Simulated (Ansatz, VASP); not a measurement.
SrTiO3: VASP beside Ansatz

```
Sr Ti O
1.0
     3.89112    0.00000    0.00000
     0.00000    3.89112    0.00000
     0.00000    0.00000    3.89112
Sr Ti O
1 1 3
Direct
  0.50000 0.50000 0.50000
  0.00000 0.00000 0.00000
  0.50000 0.00000 0.00000
  0.00000 0.50000 0.00000
  0.00000 0.00000 0.50000
```

Alike in both runs: functional PBEsol; k mesh 8 × 8 × 8; occupations gaussian, width 0.02 eV; no spin polarisation.

Ansatz relaxed the structure, and its values are those at the end. VASP's run is a single point on that final structure, the one shown.

|  | VASP | Ansatz |
| --- | --- | --- |
| version | VASP 6.6.1 | Ansatz 0.2.0 |
| potentials or method | VASP PAW PBE potentials, release 64 (Sr_sv, Ti_sv, O), cutoff 520 eV | scalar-relativistic, plane waves, PAW |
| valence electrons in the cell | 40 | 40 |

|  | VASP | Ansatz | Ansatz less VASP |
| --- | --- | --- | --- |
| gap on the k mesh at the Fermi level (eV) | 1.82 | 1.85 | +0.032 |
| least direct gap on the mesh (eV) | 2.17 | 2.19 | +0.021 |
| pressure (GPa) | 0.7 | 0.0 | -0.67 |

VASP's potentials were made for PBE, not for PBEsol. With one functional, cell and mesh, what is left measures potentials, basis and numerics.
